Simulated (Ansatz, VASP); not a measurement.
One calculation of SnO, two programs

Contents of INCAR:

```
SYSTEM = SnO
PREC = Accurate
ENCUT = 1340
EDIFF = 1E-6
ISMEAR = 0
SIGMA = 0.15
LREAL = .FALSE.
LASPH = .TRUE.
NELM = 120
ALGO = Normal
ISIF = 2
LWAVE = .FALSE.
LCHARG = .TRUE.
GGA = CA
LELF = .TRUE.
LVHAR = .TRUE.
NBANDS = 28
GGA_COMPAT = .FALSE.
```

KPOINTS

```
Automatic mesh
0
G
  10 10 8
  0 0 0
```

POSCAR

```
SnO
1.0
    3.5911000000      0.0000000000      0.0000000000
    0.0000000000      3.5911000000      0.0000000000
    0.0000000000      0.0000000000      4.8415000000
Sn O
2 2
Direct
    0.0000000000      0.5000000000      0.2457459271
    0.5000000000      0.0000000000      0.7542540729
    0.0000000000      0.0000000000      0.0000000000
    0.5000000000      0.5000000000      0.0000000000
```

Input for Ansatz:

```yaml
crystal:
  lattice:
    - [3.5911, 0.0, 0.0]
    - [0.0, 3.5911, 0.0]
    - [0.0, 0.0, 4.8415]
  atoms:
    - { symbol: Sn, position: [0.0, 0.5, 0.2457459271] }
    - { symbol: Sn, position: [0.5, 0.0, 0.7542540729] }
    - { symbol: O, position: [0.0, 0.0, 0.0] }
    - { symbol: O, position: [0.5, 0.5, 0.0] }
basis:
  ecutwfc: 520.0
kpoints:
  mp_grid: { grid: [10, 10, 8] }
hamiltonian:
  xc: lda
scf:
  occupations: { method: gaussian, width: 0.15 }
output:
  forces: true
  stress: true
  eigenvalues: true
```

Alike in both runs: task single point; functional LDA; k mesh 10 × 10 × 8; occupations gaussian, width 0.15 eV; no spin polarisation.

|  | VASP | Ansatz |
| --- | --- | --- |
| version | VASP 6.6.1 | Ansatz 0.2.0 |
| potentials or method | VASP PAW LDA potentials, release 64 (Sn_d, O_h), cutoff 1340 eV | scalar-relativistic, plane waves, PAW |
| valence electrons in the cell | 40 | 40 |

Ansatz gave:

| Item | Value |
| --- | --- |
| gap on the k mesh at the Fermi level (eV) | none |
| pressure (GPa) | 8.3 |
| traceless stress, the component that is largest in VASP (GPa) | -6.58 |
| rms of the force components (eV/Å) | 0.180 |

Question: Which values does VASP return?

Answer: gap on the k mesh at the Fermi level (eV): none; pressure (GPa): 8.7; traceless stress, the component that is largest in VASP (GPa): -6.52; rms of the force components (eV/Å): 0.236.

LDA's correlation is that of Perdew and Zunger in VASP and of Perdew and Wang (1992) in Ansatz. Atom by atom the forces differ by 0.056 eV/Å (rms over components). A gap of «none» marks a metal or a gap that the smearing closes.
